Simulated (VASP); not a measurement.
Wanted: the native input for a VASP 6.6.1 run.

```yaml
Task: single point
Functional: PBEsol
Potentials_or_basis: VASP PAW PBE potentials, release 64 (Cl)
Cutoff: 520 eV
k_mesh: 14 × 14 × 22
Occupations: gaussian, width 0.1 eV
Spin: no spin polarisation
Dipole_correction: no
Further_INCAR_settings: ALGO = Fast; EDIFF = 1e-07; NBANDS = 10
```

The structure of Cl lies in POSCAR:

```
Cl
1.0
    2.0573501362     -3.0494735082      0.0071026955
    2.0573501362      3.0494735082      0.0071026955
   -1.3070692872      0.0000000000      1.9234425052
Cl
1
Direct
    0.5000000000      0.5000000000      0.5000000000
```

This cell differs from its parent crystal: I replaced by Cl, lengths x 0.840, strained.

These files were run (other wordings do the same):

INCAR

```
SYSTEM = Cl
ALGO = Fast
EDIFF = 1E-7
ENCUT = 520
GGA = PS
ISIF = 2
ISMEAR = 0
LASPH = .TRUE.
LCHARG = .TRUE.
LELF = .TRUE.
LREAL = .FALSE.
LVHAR = .TRUE.
LWAVE = .FALSE.
NBANDS = 10
NELM = 100
PREC = Accurate
SIGMA = 0.1
```

KPOINTS

```
k-points
0
G
  14 14 22
  0 0 0
```

Potentials or basis: VASP PAW PBE potentials, release 64 (Cl).

Launch:

```console
$ cat potpaw_PBE.64/Cl/POTCAR > POTCAR
$ mpirun -np 1 vasp_std > vasp.out
```

Results of the run:

- Pressure: -2.1 GPa
- Band gap on the k mesh: zero (an odd number of electrons rules out a gap without spin polarisation)

Caveat: the cell differs from its parent crystal (I replaced by Cl, lengths x 0.840, strained); the stress differs along the axes, from -5 to 1 GPa; the PAW data sets were made with another functional, which shifts forces and pressure a little; an odd number of electrons without spin polarisation forces a metal; a magnetic or distorted state may lie lower.

Run time: 5.4 min on 1 thread of Oxide Virtual Turin-like Processor, on a shared host, peak memory 0.29 GiB.
